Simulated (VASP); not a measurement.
# LiF (I4mm) in VASP: notebook

LiF is run at these levels: r2SCAN; tasks: single point.

Program: VASP 6.6.1. These are calculated values, not measurements. Logs are shortened: lines on timing, memory, paths and dates and some standing lists are left out, and cuts for length are marked.

## 1. The cell of the first run

Symmetry: I4mm, No. 107, tetragonal system. The conventional cell has a = 2.848 Å, b = 2.848 Å, c = 4.028 Å, α = 90.00°, β = 90.00°, γ = 90.00°. Within 2.0 Å of Li (site symmetry 4mm) lie 1 F at 1.51 Å. Within 2.0 Å of F (site symmetry 4mm) lie 1 Li at 1.51 Å.

## 2. Single point, r2SCAN

The input, POSCAR:

```
LiF
1.0
    0.0000000000      2.0140000000      2.0140000000
    2.0140000000      0.0000000000      2.0140000000
    2.0140000000      2.0140000000      0.0000000000
Li F
1 1
Direct
    0.1241310824      0.1241310824     -0.1241310824
    0.5000000000      0.5000000000      0.5000000000
```

The input, INCAR.step1:

```
SYSTEM = LiF
PREC     = Accurate       ! precision mode
ENCUT    = 520            ! plane-wave cutoff, eV
ISMEAR   = 0              ! smearing method
SIGMA    = 0.05           ! smearing width, eV
LREAL    = .False.        ! projectors in reciprocal space
LASPH    = .True.         ! aspherical terms in the spheres
NELM     = 60             ! most SCF steps
NBANDS   = 12             ! bands
GGA      = PE             ! functional
ALGO     = Normal         ! electronic algorithm
EDIFF    = 1E-4           ! SCF threshold, eV
LWAVE    = .True.         ! write WAVECAR
LCHARG   = .False.        ! write CHGCAR
```

The input, INCAR.step2:

```
SYSTEM = LiF
PREC     = Accurate       ! precision mode
ENCUT    = 520            ! plane-wave cutoff, eV
EDIFF    = 1E-6           ! SCF threshold, eV
ISMEAR   = 0              ! smearing method
SIGMA    = 0.05           ! smearing width, eV
LREAL    = .False.        ! projectors in reciprocal space
LASPH    = .True.         ! aspherical terms in the spheres
NELM     = 60             ! most SCF steps
ALGO     = Normal         ! electronic algorithm
ISIF     = 2              ! what is computed and relaxed
LWAVE    = .False.        ! write WAVECAR
LCHARG   = .True.         ! write CHGCAR
METAGGA  = R2SCAN         ! meta-GGA
LMIXTAU  = .True.       
LELF     = .True.         ! ELF
LVHAR    = .True.       
NBANDS   = 12             ! bands
ISTART   = 1
```

The input, KPOINTS:

```
Automatic mesh
0
Gamma
  10 10 10
  0 0 0
```

Potentials or basis: VASP PAW PBE potentials, release 64 (Li_sv, F).

Launch:

```bash
> cat potpaw_PBE.64/Li_sv/POTCAR potpaw_PBE.64/F/POTCAR > POTCAR
> cp INCAR.step1 INCAR
> mpirun -np 1 vasp_std > vasp.out
> cp INCAR.step2 INCAR
> mpirun -np 1 vasp_std > vasp.out
```

OUTCAR:

```text
SYSTEM = LiF
   PREC = Accurate
   ENCUT = 520
   EDIFF = 1E-6
   ISMEAR = 0
   LREAL = .False.
   LASPH = .True.
   NELM = 60
   ISIF = 2
   METAGGA = R2SCAN
   ISTART = 1

 ion  position               nearest neighbor table
   1  0.124  0.124  0.876-   2 1.51   2 2.08   2 2.08   2 2.08   2 2.08
   2  0.500  0.500  0.500-   1 1.51   1 2.08   1 2.08   1 2.08   1 2.08

  LATTYP: Found a face centered cubic cell.
 ALAT       =     4.0280000000

  Lattice vectors:

 A1 = (   0.0000000000,   2.0140000000,   2.0140000000)
 A2 = (   2.0140000000,   0.0000000000,   2.0140000000)
 A3 = (   2.0140000000,   2.0140000000,   0.0000000000)

Analysis of symmetry for initial positions (statically):
=====================================================================
 Subroutine PRICEL returns:
 Original cell was already a primitive cell.

 Routine SETGRP: Setting up the symmetry group for a
 face centered cubic supercell.

 Subroutine GETGRP returns: Found  8 space group operations
 (whereof  8 operations were pure point group operations)
 out of a pool of 48 trial point group operations.

The static configuration has the point symmetry C_4v.

Analysis of symmetry for dynamics (positions and initial velocities):
=====================================================================
 Subroutine PRICEL returns:
 Original cell was already a primitive cell.

 Routine SETGRP: Setting up the symmetry group for a
 face centered cubic supercell.

 Subroutine GETGRP returns: Found  8 space group operations
 (whereof  8 operations were pure point group operations)
 out of a pool of 48 trial point group operations.

The dynamic configuration has the point symmetry C_4v.

 Subroutine INISYM returns: Found  8 space group operations
 (whereof  8 operations are pure point group operations),
 and found     1 'primitive' translations

----------------------------------------------------------------------------------------

                                     Primitive cell

  volume of cell :      16.3384

  direct lattice vectors                    reciprocal lattice vectors
     0.000000000  2.014000000  2.014000000    -0.248262165  0.248262165  0.248262165
     2.014000000  0.000000000  2.014000000     0.248262165 -0.248262165  0.248262165
     2.014000000  2.014000000  0.000000000     0.248262165  0.248262165 -0.248262165

  length of vectors
     2.848226115  2.848226115  2.848226115     0.430002683  0.430002683  0.430002683

  position of ions in fractional coordinates (direct lattice)
     0.124131082  0.124131082  0.875868918
     0.500000000  0.500000000  0.500000000

  ion indices of the primitive-cell ions
   primitive index   ion index
                 1           1
                 2           2

----------------------------------------------------------------------------------------

 KPOINTS: Automatic mesh

Automatic generation of k-mesh.
 Grid dimensions read from file:
 generate k-points for:   10   10   10

 Generating k-lattice:

  Cartesian coordinates                     Fractional coordinates (reciprocal lattice)
    -0.024826216  0.024826216  0.024826216     0.100000000  0.000000000  0.000000000
     0.024826216 -0.024826216  0.024826216     0.000000000  0.100000000  0.000000000
     0.024826216  0.024826216 -0.024826216     0.000000000  0.000000000  0.100000000

  Length of vectors
     0.043000268  0.043000268  0.043000268

  Shift w.r.t. Gamma in fractional coordinates (k-lattice)
     0.000000000  0.000000000  0.000000000

 Subroutine IBZKPT returns following result:
 ===========================================

 Found    102 irreducible k-points:

 Following reciprocal coordinates:
            Coordinates               Weight
  0.000000  0.000000  0.000000      1.000000
  0.100000  0.000000  0.000000      8.000000
  0.200000  0.000000  0.000000      8.000000
  0.300000  0.000000  0.000000      8.000000
  0.400000  0.000000  0.000000      8.000000
  0.500000  0.000000  0.000000      4.000000
[... 16 lines left out ...]
 -0.100000  0.100000  0.000000      4.000000
  0.000000 -0.100000  0.100000      8.000000
 [... further k-points ...]
   k-points           NKPTS =    102   k-points in BZ     NKDIM =    102   number of bands    NBANDS=     12
   number of dos      NEDOS =    301   number of ions     NIONS =      2
   total plane-waves  NPLWV =  13824
   dimension x,y,z NGX =    24 NGY =   24 NGZ =   24
   dimension x,y,z NGXF=    48 NGYF=   48 NGZF=   48
   ions per type =               1   1
   NGX,Y,Z   is equivalent  to a cutoff of  14.01, 14.01, 14.01 a.u.
   NGXF,Y,Z  is equivalent  to a cutoff of  28.02, 28.02, 28.02 a.u.
 SYSTEM =  LiF
   PREC   = accura    normal or accurate (medium, high low for compatibility)
   ISTART =      1    job   : 0-new  1-cont  2-samecut
   ICHARG =      0    charge: 1-file 2-atom 10-const
   ISPIN  =      1    spin polarized calculation?
   LNONCOLLINEAR =      F non collinear calculations
   LSORBIT =      F    spin-orbit coupling
   LASPH  =      T    aspherical Exc in radial PAW
   ENCUT  =  520.0 eV  38.22 Ry    6.18 a.u.   5.30  5.30  5.30*2*pi/ulx,y,z
   NELM   =     60;   NELMIN=  2; NELMDL=  0     # of ELM steps
   EDIFF  = 0.1E-05   stopping-criterion for ELM
   LREAL  =      F    real-space projection
   EDIFFG = 0.1E-04   stopping-criterion for IOM
   NSW    =      0    number of steps for IOM
   IBRION =     -1    ionic relax: 0-MD 1-quasi-New 2-CG
   NFREE  =      0    steps in history (QN), initial steepest desc. (CG)
   ISIF   =      2    stress and relaxation
   ISYM   =      2    0-nonsym 1-usesym 2-fastsym
   POTIM  = 0.5000    time-step for ionic-motion
   TEBEG  =    0.0;   TEEND  =   0.0 temperature during run
   PSTRESS=    0.0 pullay stress
   NELECT =      10.0000    total number of electrons
   NUPDOWN=      -1.0000    fix difference up-down
   EMIN   =  10.00;   EMAX   =-10.00  energy-range for DOS
   EFERMI =   0.00;   METHOD = LEGACY
   ISMEAR =     0;   SIGMA  =   0.05  broadening in eV -4-tet -1-fermi 0-gaus
   EFERMI_NEDOS =   21; number of points for ismear=-14 and -15
   IALGO  =     38    algorithm
   IMIX   =      4    mixing-type and parameters
     AMIX     =   0.40;   BMIX     =  1.00
     AMIX_MAG =   1.60;   BMIX_MAG =  1.00
  volume/ion in A,a.u.               =       8.17        55.13
  Fermi-wavevector in a.u.,A,eV,Ry     =   1.389970  2.626662 26.286674  1.932016
  Thomas-Fermi vector in A             =   2.513950
   LORBIT       =      0    0 simple, 1 ext, 2 COOP (PROOUT), +10 PAW based schemes
   METAGGA = R2SCAN    functional components
   LHFCALC =     F    Hartree Fock is set to
   AEXX    =    0.0000 exact exchange contribution
   IVDW    =     0    specifies the selected vdW correction
   LEPSILON=     F    determine dielectric tensor
   LRPA    =     F    only Hartree local field effects (RPA)
 non-spin polarized calculation
 Gauss-broadening in eV      SIGMA  =   0.05
  energy-cutoff  :      520.00
  volume of cell :       16.34
 maximum number of plane-waves:       459
 NGX is ok and might be reduce to    24
   NGX = 11   NGY = 11   NGZ = 11

 number of electron       9.9999993 magnetization

 Free energy of the ion-electron system (eV)
  ---------------------------------------------------
  ext. energy  EPLUGINS =         0.00000000
  ---------------------------------------------------
  free energy    TOTEN  =       -11.34429599 eV

  energy without entropy =      -11.34429599  energy(sigma->0) =      -11.34429599

 E-fermi :  -1.5031     XC(G=0): -10.4276

 val. band max:       -1.7242315017   @ k =   0.0000   0.0000   0.0000
 cond. band min:       8.0853610790   @ k =   0.0000   0.0000   0.0000
 fundamental gap:      9.8095925806
 Fermi energy:        -1.5031225742

 k-point     1 :       0.0000    0.0000    0.0000
  band No.  band energies     occupation
      1     -43.6060      2.00000
      2     -22.7947      2.00000
      3      -2.0652      2.00000
      4      -1.7242      2.00000
      5      -1.7242      2.00000
      6       8.0854      0.00000
      7      21.3803      0.00000
      8      21.3807      0.00000
      9      24.2134      0.00000
     10      26.3766      0.00000
     11      26.4154      0.00000
     12      27.3568      0.00000

 k-point     2 :       0.1000    0.0000    0.0000
  band No.  band energies     occupation
      1     -43.5992      2.00000
      2     -22.7647      2.00000
      3      -2.2443      2.00000
      4      -1.8409      2.00000
      5      -1.7537      2.00000
      6       8.3828      0.00000
      7      20.2149      0.00000
      8      21.2564      0.00000
      9      23.7210      0.00000
     10      25.1370      0.00000
     11      26.8495      0.00000
     12      27.2534      0.00000

 k-point     3 :       0.2000    0.0000    0.0000
  band No.  band energies     occupation
      1     -43.5821      2.00000
      2     -22.6863      2.00000
      3      -2.8184      2.00000
      4      -1.9909      2.00000
      5      -1.8294      2.00000
      6       9.0966      0.00000
      7      18.1268      0.00000
      8      20.7231      0.00000
      9      22.6429      0.00000
     10      25.2610      0.00000
     11      26.8186      0.00000
     12      28.3578      0.00000
[... 286 lines left out ...]
 k-point    23 :      -0.1000    0.1000    0.0000
  band No.  band energies     occupation
      1     -43.5901      2.00000
      2     -22.7092      2.00000
      3      -2.6271      2.00000
      4      -2.0121      2.00000
      5      -1.7458      2.00000
      6       8.9310      0.00000
      7      19.2084      0.00000
      8      21.2900      0.00000
      9      21.6934      0.00000
     10      25.4719      0.00000
     11      26.5659      0.00000
     12      28.9559      0.00000

 k-point    24 :       0.0000   -0.1000    0.1000
  band No.  band energies     occupation
      1     -43.5889      2.00000
      2     -22.7235      2.00000
      3      -2.4926      2.00000
      4      -1.9349      2.00000
      5      -1.8732      2.00000
      6       8.7846      0.00000
      7      18.8427      0.00000
      8      20.8640      0.00000
      9      23.8372      0.00000
     10      23.9435      0.00000
     11      27.3413      0.00000
     12      27.9591      0.00000

 [... further k-points ...]
[... 5 lines left out ...]
  --------------------------------------------------------------------------------------
  -------------------------------------------------------------------------------------
  Total       -0.4560079     -0.4560079      5.3887621      0.0000000     -0.0000000      0.0000000
  in kB      -44.7171933    -44.7171933    528.4345392      0.0000000     -0.0000000      0.0000000
  external PRESSURE =     146.3333842 kB  Pullay stress =       0.0000000 kB

 VOLUME and BASIS-vectors are now :
 -----------------------------------------------------------------------------
  energy-cutoff  :      520.00
  volume of cell :       16.34
      direct lattice vectors                 reciprocal lattice vectors
     0.000000000  2.014000000  2.014000000    -0.248262165  0.248262165  0.248262165
     2.014000000  0.000000000  2.014000000     0.248262165 -0.248262165  0.248262165
     2.014000000  2.014000000  0.000000000     0.248262165  0.248262165 -0.248262165

 POSITION                                       TOTAL-FORCE (eV/Angst)
 -----------------------------------------------------------------------------------
      2.01400      2.01400      0.50000         0.000000      0.000000     -3.855973
      2.01400      2.01400      2.01400         0.000000      0.000000      3.855973
 -----------------------------------------------------------------------------------
    total drift:                                0.000005      0.000005      0.021607

  FREE ENERGIE OF THE ION-ELECTRON SYSTEM (eV)
  ---------------------------------------------------
  free  energy   TOTEN  =       -11.3442959892 eV

  energy  without entropy=      -11.3442959892  energy(sigma->0) =      -11.34429599
```

Run time: 79 s. Hardware: 1 thread of Intel Xeon Platinum 8259CL at 2.50GHz (Skylake/Cascade Lake), shared host; peak memory 0.14 GiB.

What came out:

- Free energy: -11.3443 eV
- Largest force: 3.856 eV/Å
- Band gap on the k mesh: 9.81 eV, direct

Forces in eV/Å, atoms in the order of the input:
```
Li   0.000  0.000 -3.856
F    0.000  0.000  3.856
```

Levels at points of the mesh, in eV from the valence-band top:
```tsv
k point	band 1	band 2	band 3	band 4	band 5	band 6	band 7	band 8	band 9	band 10
(0.00, 0.00, 0.00)	-41.88	-21.07	-0.34	0.00	0.00	9.81	23.10	23.10	25.94	28.10
(0.50, 0.00, 0.00)	-41.81	-20.74	-2.51	-0.52	-0.29	12.23	16.94	20.75	22.64	29.95
(0.50, 0.50, 0.00)	-41.78	-20.65	-2.65	-1.05	-1.05	14.95	17.54	20.01	22.14	22.14
(0.00, 0.50, 0.50)	-41.80	-20.50	-3.01	-1.07	-0.93	16.13	16.19	16.66	23.55	27.38
```

Caveat: the cell differs from its parent crystal (all Li atoms moved -0.500 Å, as atom 1 towards its neighbour atom 2 (F) at 2.014 Å); the cutoff is under 1.25 times the usual one of these potentials, so pressure, stress and relaxed cells hold a basis-set (Pulay) error; the PAW data sets were made with another functional, which shifts forces and pressure a little. A k mesh can miss the band edges.

## 3. Single point, r2SCAN

Edit POSCAR of step 2 so:

```diff
@@ -8,3 +8,3 @@
 Direct
-    0.1241310824      0.1241310824     -0.1241310824
+   -0.0930983118     -0.0930983118      0.0930983118
     0.5000000000      0.5000000000      0.5000000000
```

The input, INCAR.step1:

```
SYSTEM = LiF
PREC = Accurate
ENCUT = 520
ISMEAR = 0
SIGMA = 0.05
LREAL = .False.
LASPH = .True.
NELM = 100
NBANDS = 12
GGA = PE
ALGO = Normal
EDIFF = 1E-4
LWAVE = .True.
LCHARG = .False.
```

The input, INCAR.step2:

```
SYSTEM = LiF
PREC = Accurate
ENCUT = 520
EDIFF = 1E-6
ISMEAR = 0
SIGMA = 0.05
LREAL = .False.
LASPH = .True.
NELM = 100
ALGO = Normal
ISIF = 2
LWAVE = .False.
LCHARG = .False.
METAGGA = R2SCAN
LMIXTAU = .True.
NBANDS = 12
ISTART = 1
```

KPOINTS is that of step 2.

Potentials or basis: VASP PAW PBE potentials, release 64 (Li_sv, F).

Launch:

```bash
> cat potpaw_PBE.64/Li_sv/POTCAR potpaw_PBE.64/F/POTCAR > POTCAR
> cp INCAR.step1 INCAR
> mpirun -np 1 vasp_std > vasp.out
> cp INCAR.step2 INCAR
> mpirun -np 1 vasp_std > vasp.out
```

Run time: 78 s. Hardware: 1 thread of Intel Xeon Platinum 8259CL at 2.50GHz (Skylake/Cascade Lake), shared host; peak memory 0.14 GiB.

The run converged. Its results:

| Property | Result |
| --- | --- |
| Free energy | -11.6790 eV |
| Largest force | 1.739 eV/Å |
| Band gap on the k mesh | 9.99 eV, direct |

Forces in eV/Å, atoms in the order of the input:
```
Li   0.000  0.000  1.739
F    0.000  0.000 -1.739
```

Levels at points of the mesh, in eV from the valence-band top:
```csv
k point,band 3,band 4,band 5,band 6,band 7,band 8
"(0.00, 0.00, 0.00)",-0.22,0.00,0.00,9.99,23.63,23.63
"(0.50, 0.00, 0.00)",-2.51,-0.44,-0.27,12.05,17.36,20.60
"(0.50, 0.50, 0.00)",-2.83,-1.04,-1.04,15.24,17.49,19.90
"(0.00, 0.50, 0.50)",-3.01,-1.08,-0.96,16.07,16.59,17.26
```

Caveat: the cell differs from its parent crystal (all Li atoms moved +0.375 Å, as atom 1 towards its neighbour atom 2 (F) at 2.014 Å); the cutoff is under 1.25 times the usual one of these potentials, so pressure, stress and relaxed cells hold a basis-set (Pulay) error; the PAW data sets were made with another functional, which shifts forces and pressure a little. A k mesh can miss the band edges.

## 4. Single point, r2SCAN

Edit POSCAR of step 3 so:

```diff
@@ -8,3 +8,3 @@
 Direct
-   -0.0930983118     -0.0930983118      0.0930983118
+    0.0620655412      0.0620655412     -0.0620655412
     0.5000000000      0.5000000000      0.5000000000
```

The input, INCAR.step1:

```
SYSTEM = LiF
  PREC = Accurate
  ENCUT = 520
  ISMEAR = 0
  SIGMA = 0.05
  LREAL = .False.
  LASPH = .True.
  NELM = 60
  NBANDS = 12
  GGA = PE
  ALGO = Normal
  EDIFF = 1E-4
  LWAVE = .True.
  LCHARG = .False.
```

The input, INCAR.step2:

```
SYSTEM = LiF
  PREC = Accurate
  ENCUT = 520
  EDIFF = 1E-7
  ISMEAR = 0
  SIGMA = 0.05
  LREAL = .False.
  LASPH = .True.
  NELM = 60
  ALGO = Normal
  ISIF = 2
  LWAVE = .False.
  LCHARG = .False.
  METAGGA = R2SCAN
  LMIXTAU = .True.
  NBANDS = 12
  ISTART = 1
```

The input, KPOINTS:

```
regular mesh
0
Gamma
  10 10 10
  0 0 0
```

Launch:

```bash
> cat potpaw_PBE.64/Li_sv/POTCAR potpaw_PBE.64/F/POTCAR > POTCAR
> cp INCAR.step1 INCAR
> mpirun -np 1 vasp_std > vasp.out
> cp INCAR.step2 INCAR
> mpirun -np 1 vasp_std > vasp.out
```

Wall time 86 s (1 thread of Intel Xeon Platinum 8259CL at 2.50GHz (Skylake/Cascade Lake), shared host); peak memory 0.14 GiB.

Results (log left out):

| Item | Value |
| --- | --- |
| Free energy | -11.8262 eV |
| Largest force | 0.718 eV/Å |
| Band gap on the k mesh | 10.13 eV, direct |

Forces on the atoms (eV/Å):
```
Li   0.000  0.000 -0.718
F    0.000  0.000  0.718
```

Levels at points of the mesh, in eV from the valence-band top:
| k point | band 3 | band 4 | band 5 | band 6 | band 7 | band 8 |
| --- | --- | --- | --- | --- | --- | --- |
| (0.00, 0.00, 0.00) | -0.11 | 0.00 | 0.00 | 10.13 | 24.26 | 24.26 |
| (0.50, 0.00, 0.00) | -2.51 | -0.34 | -0.26 | 11.93 | 17.72 | 20.51 |
| (0.50, 0.50, 0.00) | -2.93 | -1.02 | -1.02 | 15.60 | 17.46 | 19.58 |
| (0.00, 0.50, 0.50) | -3.01 | -1.05 | -0.99 | 16.06 | 17.00 | 17.97 |

Caveat: the cell differs from its parent crystal (all Li atoms moved -0.250 Å, as atom 1 towards its neighbour atom 2 (F) at 2.014 Å); the cutoff is under 1.25 times the usual one of these potentials, so pressure, stress and relaxed cells hold a basis-set (Pulay) error; the PAW data sets were made with another functional, which shifts forces and pressure a little. A k mesh can miss the band edges.
